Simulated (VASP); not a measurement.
A run of VASP 6.6.1:

File INCAR:

```
PREC = Accurate ; ENCUT = 520
EDIFF = 1E-6 ; ISMEAR = -1
SIGMA = 0.05 ; LREAL = False
LASPH = True ; NELM = 80
ALGO = Normal ; ISIF = 2
LWAVE = False ; LCHARG = False
GGA = PS ; NBANDS = 8
```

The input KPOINTS:

```
Automatic mesh
0
Gamma
  10 10 10
```

File POSCAR:

```
Li
1.0
    0.0000000000      2.0759589489      2.0759589489
    2.0759589489      0.0000000000      2.0759589489
    2.0759589489      2.0759589489      0.0000000000
Li
1
Direct
    0.0000000000      0.0000000000      0.0000000000
```

Potentials or basis: VASP PAW PBE potentials, release 64 (Li_sv).

The run is started by

```console
$ cat potpaw_PBE.64/Li_sv/POTCAR > POTCAR
$ mpirun -np 1 vasp_std > vasp.out
```

Hardware: 1 thread of Intel(R) Xeon(R) Platinum 8375C CPU @ 2.90GHz (Ice Lake) (shared host).

Problem. Estimate the wall time of this run.

Solution. Run time: 3 s on 1 thread of Intel(R) Xeon(R) Platinum 8375C CPU @ 2.90GHz (Ice Lake), on a shared host, peak memory 0.12 GiB. Counts: scf iterations 10, k points 47.
